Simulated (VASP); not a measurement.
# AlN (F-43m) in VASP: notebook

AlN is run at these levels: PBE; tasks: single point.

Program: VASP 6.6.1. These are calculated values, not measurements. Logs are shortened: lines on timing, memory, paths and dates and some standing lists are left out, and cuts for length are marked.

**1. The cell of the first run**

Symmetry: F-43m, No. 216, cubic system. The conventional cell has a = 4.406 Å, b = 4.406 Å, c = 4.406 Å, α = 90.00°, β = 90.00°, γ = 90.00°. Al (site symmetry -43m) has 4 N at 1.91 Å within 2.5 Å. N (site symmetry -43m) has 4 Al at 1.91 Å within 2.5 Å.

**2. Single point, PBE**

INCAR

```
SYSTEM = AlN
PREC = Accurate ; ENCUT = 520
EDIFF = 1E-6 ; ISMEAR = 0
SIGMA = 0.15 ; LREAL = .FALSE.
LASPH = .TRUE. ; NELM = 80
ALGO = Normal ; ISIF = 2
LWAVE = .FALSE. ; LCHARG = .TRUE.
GGA = PE ; LELF = .TRUE.
LVHAR = .TRUE. ; NBANDS = 11
```

KPOINTS

```
Automatic mesh
0
G
  5 5 5
  0 0 0
```

POSCAR

```
AlN
1.0
    0.0000000000      2.2031864183      2.2031864183
    2.2031864183      0.0000000000      2.2031864183
    2.2031864183      2.2031864183      0.0000000000
Al N
1 1
Direct
    0.0000000000      0.0000000000      0.0000000000
    0.2500000000      0.2500000000      0.2500000000
```

Potentials or basis: VASP PAW PBE potentials, release 64 (Al, N).

The run is started by

```console
$ cat potpaw_PBE.64/Al/POTCAR potpaw_PBE.64/N/POTCAR > POTCAR
$ mpirun -np 1 vasp_std > vasp.out
```

OUTCAR:

```text
SYSTEM = AlN
   PREC = Accurate
   ENCUT = 520
   EDIFF = 1E-6
   ISMEAR = 0
   LREAL = .FALSE.
   LASPH = .TRUE.
   NELM = 80
   ISIF = 2
   GGA = PE

 ion  position               nearest neighbor table
   1  0.000  0.000  0.000-   2 1.91   2 1.91   2 1.91   2 1.91
   2  0.250  0.250  0.250-   1 1.91   1 1.91   1 1.91   1 1.91

  LATTYP: Found a face centered cubic cell.
 ALAT       =     4.4063728366

  Lattice vectors:

 A1 = (   0.0000000000,   2.2031864183,   2.2031864183)
 A2 = (   2.2031864183,   0.0000000000,   2.2031864183)
 A3 = (   2.2031864183,   2.2031864183,   0.0000000000)

Analysis of symmetry for initial positions (statically):
=====================================================================
 Subroutine PRICEL returns:
 Original cell was already a primitive cell.

 Routine SETGRP: Setting up the symmetry group for a
 face centered cubic supercell.

 Subroutine GETGRP returns: Found 24 space group operations
 (whereof 24 operations were pure point group operations)
 out of a pool of 48 trial point group operations.

The static configuration has the point symmetry T_d .

Analysis of symmetry for dynamics (positions and initial velocities):
=====================================================================
 Subroutine PRICEL returns:
 Original cell was already a primitive cell.

 Routine SETGRP: Setting up the symmetry group for a
 face centered cubic supercell.

 Subroutine GETGRP returns: Found 24 space group operations
 (whereof 24 operations were pure point group operations)
 out of a pool of 48 trial point group operations.

The dynamic configuration has the point symmetry T_d .

 Subroutine INISYM returns: Found 24 space group operations
 (whereof 24 operations are pure point group operations),
 and found     1 'primitive' translations

----------------------------------------------------------------------------------------

                                     Primitive cell

  volume of cell :      21.3887

  direct lattice vectors                    reciprocal lattice vectors
     0.000000000  2.203186418  2.203186418    -0.226944028  0.226944028  0.226944028
     2.203186418  0.000000000  2.203186418     0.226944028 -0.226944028  0.226944028
     2.203186418  2.203186418  0.000000000     0.226944028  0.226944028 -0.226944028

  length of vectors
     3.115776113  3.115776113  3.115776113     0.393078587  0.393078587  0.393078587

  position of ions in fractional coordinates (direct lattice)
     0.000000000  0.000000000  0.000000000
     0.250000000  0.250000000  0.250000000

  ion indices of the primitive-cell ions
   primitive index   ion index
                 1           1
                 2           2

----------------------------------------------------------------------------------------

 KPOINTS: Automatic mesh

Automatic generation of k-mesh.
 Grid dimensions read from file:
 generate k-points for:    5    5    5

 Generating k-lattice:

  Cartesian coordinates                     Fractional coordinates (reciprocal lattice)
    -0.045388806  0.045388806  0.045388806     0.200000000  0.000000000  0.000000000
     0.045388806 -0.045388806  0.045388806     0.000000000  0.200000000  0.000000000
     0.045388806  0.045388806 -0.045388806     0.000000000  0.000000000  0.200000000

  Length of vectors
     0.078615717  0.078615717  0.078615717

  Shift w.r.t. Gamma in fractional coordinates (k-lattice)
     0.000000000  0.000000000  0.000000000

 Subroutine IBZKPT returns following result:
 ===========================================

 Found     10 irreducible k-points:

 Following reciprocal coordinates:
            Coordinates               Weight
  0.000000  0.000000  0.000000      1.000000
  0.200000  0.000000  0.000000      8.000000
  0.400000  0.000000  0.000000      8.000000
  0.200000  0.200000  0.000000      6.000000
  0.400000  0.200000  0.000000     24.000000
 -0.400000  0.200000  0.000000     24.000000
 -0.200000  0.200000  0.000000     12.000000
  0.400000  0.400000  0.000000      6.000000
 -0.400000  0.400000  0.000000     12.000000
 -0.400000  0.400000  0.200000     24.000000
   k-points           NKPTS =     10   k-points in BZ     NKDIM =     10   number of bands    NBANDS=     11
   number of dos      NEDOS =    301   number of ions     NIONS =      2
   total plane-waves  NPLWV =  13824
   dimension x,y,z NGX =    24 NGY =   24 NGZ =   24
   dimension x,y,z NGXF=    48 NGYF=   48 NGZF=   48
   ions per type =               1   1
   NGX,Y,Z   is equivalent  to a cutoff of  12.81, 12.81, 12.81 a.u.
   NGXF,Y,Z  is equivalent  to a cutoff of  25.61, 25.61, 25.61 a.u.
 SYSTEM =  AlN
   PREC   = accura    normal or accurate (medium, high low for compatibility)
   ISTART =      0    job   : 0-new  1-cont  2-samecut
   ICHARG =      2    charge: 1-file 2-atom 10-const
   ISPIN  =      1    spin polarized calculation?
   LNONCOLLINEAR =      F non collinear calculations
   LSORBIT =      F    spin-orbit coupling
   LASPH  =      T    aspherical Exc in radial PAW
   ENCUT  =  520.0 eV  38.22 Ry    6.18 a.u.   5.79  5.79  5.79*2*pi/ulx,y,z
   NELM   =     80;   NELMIN=  2; NELMDL= -5     # of ELM steps
   EDIFF  = 0.1E-05   stopping-criterion for ELM
   LREAL  =      F    real-space projection
   EDIFFG = 0.1E-04   stopping-criterion for IOM
   NSW    =      0    number of steps for IOM
   IBRION =     -1    ionic relax: 0-MD 1-quasi-New 2-CG
   NFREE  =      0    steps in history (QN), initial steepest desc. (CG)
   ISIF   =      2    stress and relaxation
   ISYM   =      2    0-nonsym 1-usesym 2-fastsym
   POTIM  = 0.5000    time-step for ionic-motion
   TEBEG  =    0.0;   TEEND  =   0.0 temperature during run
   PSTRESS=    0.0 pullay stress
   NELECT =       8.0000    total number of electrons
   NUPDOWN=      -1.0000    fix difference up-down
   EMIN   =  10.00;   EMAX   =-10.00  energy-range for DOS
   EFERMI =   0.00;   METHOD = LEGACY
   ISMEAR =     0;   SIGMA  =   0.15  broadening in eV -4-tet -1-fermi 0-gaus
   EFERMI_NEDOS =   21; number of points for ismear=-14 and -15
   IALGO  =     38    algorithm
   IMIX   =      4    mixing-type and parameters
     AMIX     =   0.40;   BMIX     =  1.00
     AMIX_MAG =   1.60;   BMIX_MAG =  1.00
  volume/ion in A,a.u.               =      10.69        72.17
  Fermi-wavevector in a.u.,A,eV,Ry     =   1.179533  2.228995 18.929773  1.391299
  Thomas-Fermi vector in A             =   2.315842
   LORBIT       =      0    0 simple, 1 ext, 2 COOP (PROOUT), +10 PAW based schemes
   GGA     = PE    functional components
   LHFCALC =     F    Hartree Fock is set to
   AEXX    =    0.0000 exact exchange contribution
   IVDW    =     0    specifies the selected vdW correction
   LEPSILON=     F    determine dielectric tensor
   LRPA    =     F    only Hartree local field effects (RPA)
 non-spin polarized calculation
 Gauss-broadening in eV      SIGMA  =   0.15
  energy-cutoff  :      520.00
  volume of cell :       21.39
 maximum number of plane-waves:       589
   NGX = 11   NGY = 11   NGZ = 11

 number of electron       8.0000001 magnetization

 Free energy of the ion-electron system (eV)
  ---------------------------------------------------
  ext. energy  EPLUGINS =         0.00000000
  ---------------------------------------------------
  free energy    TOTEN  =       -14.83954564 eV

  energy without entropy =      -14.83954564  energy(sigma->0) =      -14.83954564

 E-fermi :   6.3739     XC(G=0): -10.8177

 val. band max:        5.7331408413   @ k =   0.0000   0.0000   0.0000
 cond. band min:       9.5953434938   @ k =   0.4000   0.4000   0.0000
 fundamental gap:      3.8622026525
 Fermi energy:         6.3738958311

 k-point     1 :       0.0000    0.0000    0.0000
  band No.  band energies     occupation
      1      -9.0989      2.00000
      2       5.7331      2.00000
      3       5.7331      2.00000
      4       5.7331      2.00000
      5       9.6953      0.00000
      6      18.0285      0.00000
      7      18.0285      0.00000
      8      18.0285      0.00000
      9      23.2054      0.00000
     10      23.2054      0.00000
     11      24.5573      0.00000

 k-point     2 :       0.2000    0.0000    0.0000
  band No.  band energies     occupation
      1      -8.5536      2.00000
      2       3.3378      2.00000
      3       5.5537      2.00000
      4       5.5537      2.00000
      5      11.4888      0.00000
      6      16.8515      0.00000
      7      18.1106      0.00000
      8      18.1106      0.00000
      9      21.4282      0.00000
     10      21.4282      0.00000
     11      22.9035      0.00000

 k-point     3 :       0.4000    0.0000    0.0000
  band No.  band energies     occupation
      1      -7.3886      2.00000
      2       0.4773      2.00000
      3       5.2965      2.00000
      4       5.2965      2.00000
      5      12.7506      0.00000
      6      15.6057      0.00000
      7      16.9197      0.00000
      8      16.9197      0.00000
      9      23.0662      0.00000
     10      24.2118      0.00000
     11      24.2118      0.00000

 k-point     4 :       0.2000    0.2000    0.0000
  band No.  band energies     occupation
      1      -8.3746      2.00000
      2       3.5383      2.00000
      3       5.0443      2.00000
      4       5.0443      2.00000
      5      11.6654      0.00000
      6      16.2562      0.00000
      7      17.4961      0.00000
      8      19.0143      0.00000
      9      19.0143      0.00000
     10      24.3907      0.00000
     11      26.9288      0.00000

 k-point     5 :       0.4000    0.2000    0.0000
  band No.  band energies     occupation
      1      -7.3930      2.00000
      2       1.4911      2.00000
      3       4.3272      2.00000
      4       4.7072      2.00000
      5      11.9897      0.00000
      6      15.5421      0.00000
      7      16.8909      0.00000
      8      18.7547      0.00000
      9      20.7336      0.00000
     10      25.8220      0.00000
     11      26.5714      0.00000

 k-point     6 :      -0.4000    0.2000    0.0000
  band No.  band energies     occupation
      1      -6.8871      2.00000
      2       0.6339      2.00000
      3       3.5507      2.00000
      4       4.9448      2.00000
      5      12.8697      0.00000
      6      14.6796      0.00000
      7      17.7106      0.00000
      8      17.8945      0.00000
      9      22.9184      0.00000
     10      23.9197      0.00000
     11      26.7296      0.00000

 k-point     7 :      -0.2000    0.2000    0.0000
  band No.  band energies     occupation
      1      -7.7775      2.00000
      2       2.0200      2.00000
      3       4.0698      2.00000
      4       5.4781      2.00000
      5      13.0926      0.00000
      6      15.4850      0.00000
      7      16.8867      0.00000
      8      18.0333      0.00000
      9      20.4826      0.00000
     10      23.8419      0.00000
     11      26.7767      0.00000

 k-point     8 :       0.4000    0.4000    0.0000
  band No.  band energies     occupation
      1      -6.8513      2.00000
      2       1.2884      2.00000
      3       4.1253      2.00000
      4       4.1253      2.00000
      5       9.5953      0.00000
      6      14.4545      0.00000
      7      18.6650      0.00000
      8      20.7738      0.00000
      9      20.7738      0.00000
     10      27.8070      0.00000
     11      29.0069      0.00000

 k-point     9 :      -0.4000    0.4000    0.0000
  band No.  band energies     occupation
      1      -6.5076      2.00000
      2       1.3240      2.00000
      3       2.6037      2.00000
      4       4.2458      2.00000
      5      10.3399      0.00000
      6      15.3251      0.00000
      7      18.7490      0.00000
      8      20.0910      0.00000
      9      20.5513      0.00000
     10      26.2647      0.00000
     11      29.5957      0.00000

 k-point    10 :      -0.4000    0.4000    0.2000
  band No.  band energies     occupation
      1      -6.6732      2.00000
      2       1.4469      2.00000
      3       2.8555      2.00000
      4       3.8855      2.00000
      5      11.7880      0.00000
      6      16.3095      0.00000
      7      16.6784      0.00000
      8      18.8956      0.00000
      9      21.9857      0.00000
     10      24.6389      0.00000
     11      29.8315      0.00000

------------------------ aborting loop because EDIFF is reached ----------------------------------------

  FORCE on cell =-STRESS in cart. coord.  units (eV):
  Direction    XX          YY          ZZ          XY          YZ          ZX
  --------------------------------------------------------------------------------------
  -------------------------------------------------------------------------------------
  Total       -0.0948767     -0.0948767     -0.0948767      0.0000000     -0.0000000      0.0000000
  in kB       -7.1070037     -7.1070037     -7.1070037      0.0000000     -0.0000000      0.0000000
  external PRESSURE =      -7.1070037 kB  Pullay stress =       0.0000000 kB

 VOLUME and BASIS-vectors are now :
 -----------------------------------------------------------------------------
  energy-cutoff  :      520.00
  volume of cell :       21.39
      direct lattice vectors                 reciprocal lattice vectors
     0.000000000  2.203186418  2.203186418    -0.226944028  0.226944028  0.226944028
     2.203186418  0.000000000  2.203186418     0.226944028 -0.226944028  0.226944028
     2.203186418  2.203186418  0.000000000     0.226944028  0.226944028 -0.226944028

 POSITION                                       TOTAL-FORCE (eV/Angst)
 -----------------------------------------------------------------------------------
      0.00000      0.00000      0.00000         0.000000      0.000000      0.000000
      1.10159      1.10159      1.10159        -0.000000     -0.000000     -0.000000
 -----------------------------------------------------------------------------------
    total drift:                                0.000000      0.000000      0.000000

  FREE ENERGIE OF THE ION-ELECTRON SYSTEM (eV)
  ---------------------------------------------------
  free  energy   TOTEN  =       -14.8395456367 eV

  energy  without entropy=      -14.8395456367  energy(sigma->0) =      -14.83954564
```

It took 5.3 s on 1 thread of Intel Xeon 6975P-C, shared host; peak memory 0.13 GiB.

Results:

* Free energy: -14.8395 eV
* Pressure: -0.7 GPa
* Band gap on the k mesh: 3.86 eV, indirect (least direct gap 3.96 eV)

Caveat: the k points lie up to 0.49 Å⁻¹ apart. A hybrid or GW would open this gap; PBE tends to underestimate it.

**3. Single point, PBE**

This run uses another cell than the first one, of 10.67 Å³/atom, 0.998 times its volume.

INCAR

```
PREC = Accurate
ENCUT = 520
EDIFF = 1E-7
ISMEAR = 0
SIGMA = 0.02
LREAL = F
LASPH = T
NELM = 100
ALGO = Normal
ISIF = 2
LWAVE = F
LCHARG = T
GGA = PE
LELF = T
LVHAR = T
NBANDS = 11
```

KPOINTS

```
regular mesh
0
Gamma
  10 10 10
```

POSCAR

```
AlN
1.0
    0.0000000000      2.2016237539      2.2016237539
    2.2016237539      0.0000000000      2.2016237539
    2.2016237539      2.2016237539      0.0000000000
Al N
1 1
Direct
    0.0000000000      0.0000000000      0.0000000000
    0.7500000000      0.7500000000      0.7500000000
```

Potentials or basis: VASP PAW PBE potentials, release 64 (Al, N).

The run is started by

```console
$ cat potpaw_PBE.64/Al/POTCAR potpaw_PBE.64/N/POTCAR > POTCAR
$ mpirun -np 1 vasp_std > vasp.out
```

It used 5.7 s of CPU time on 1 thread of Intel Xeon 6975P-C, on a shared host.

It converged, with:

```yaml
Free_energy: -14.8474 eV
Pressure: -0.3 GPa
Band_gap_on_the_k_mesh: 3.31 eV, indirect (least direct gap 3.98 eV)
```

Levels at points of the mesh, in eV from the valence-band top:
```
           k point  band 1  band 2  band 3  band 4  band 5  band 6  band 7  band 8
(0.00, 0.00, 0.00)  -14.84    0.00    0.00    0.00    3.98   12.32   12.32   12.32
(0.50, 0.00, 0.00)  -12.86   -5.75   -0.48   -0.48    7.16    9.70   11.00   11.00
(0.50, 0.50, 0.00)  -12.25   -4.83   -1.75   -1.75    3.31    8.47   13.64   15.43
```

A k mesh can miss the band edges. PBE gaps usually lie below the measured ones, often by a third to a half.
